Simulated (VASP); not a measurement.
Crystal: SrTe.

```
Sr Te
1.0
     0.00000    3.23500    3.23500
     3.23500    0.00000    3.23500
     3.23500    3.23500    0.00000
Sr Te
1 1
Direct
  0.50000 0.50000 0.50000
  0.00000 0.00000 0.00000
```

Base run:

| Item | Value |
| --- | --- |
| Program | VASP 6.6.1 |
| Functional | r2SCAN |
| Potentials or basis | VASP PAW PBE potentials, release 64 (Sr_sv, Te) |
| Cutoff | 550 eV |
| k mesh | 6 × 6 × 6 |
| Occupations | gaussian, width 0.05 eV |
| Spin | no spin polarisation |

Its results: band gap on the k mesh 1.84 eV (least direct gap 2.66 eV); pressure 4.9 GPa.

Question: The run is repeated on the same cell with these changes: functional from r2SCAN to BLYP; cutoff from 550 eV to 500 eV. What comes out?

Answer: Band gap on the k mesh 1.59 eV (least direct gap 2.37 eV); pressure 7.1 GPa.

Caveats: the cell stands under pressure; the PAW data sets were made with another functional, which shifts forces and pressure a little; spin-orbit coupling is left out, which moves the levels of the heavy elements.

A k mesh can miss the band edges.
